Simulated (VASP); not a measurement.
AlN, 4 atoms in the cell. It takes space group Cmcm (No. 63, orthorhombic). The conventional cell has a = 3.944 Å, b = 3.944 Å, c = 3.944 Å, α = 90.00°, β = 90.00°, γ = 90.00°. Within 2.6 Å of Al (site symmetry m2m) lie 6 N at 1.96 to 1.99 Å. N (site symmetry m2m) has 6 Al at 1.96 to 1.99 Å within 2.6 Å. 

| Item | Value |
| --- | --- |
| Program | VASP 6.6.1 |
| Task | single point |
| Functional | LDA |
| Potentials or basis | VASP PAW LDA potentials, release 64 (Al, N) |
| Cutoff | 520 eV |
| k mesh | 8 × 8 × 6 |
| Occupations | gaussian, width 0.05 eV |
| Spin | no spin polarisation |
| Dipole correction | no |
| Further INCAR settings | ALGO = Normal; EDIFF = 1e-06; NBANDS = 16 |

Potentials or basis: VASP PAW LDA potentials, release 64 (Al, N).

The run is started by

```sh
$ cat potpaw_LDA.64/Al/POTCAR potpaw_LDA.64/N/POTCAR > POTCAR
$ mpirun -np 1 vasp_std > vasp.out
```

Hardware: 1 thread of Intel(R) Xeon(R) Platinum 8259CL CPU @ 2.50GHz (Skylake/Cascade Lake), with other jobs on the host.

How long does it take, and how much memory?

It took 28 s on 1 thread of Intel(R) Xeon(R) Platinum 8259CL CPU @ 2.50GHz (Skylake/Cascade Lake) (shared host), peak memory 0.15 GiB. Counts: scf iterations 12, k points 84.
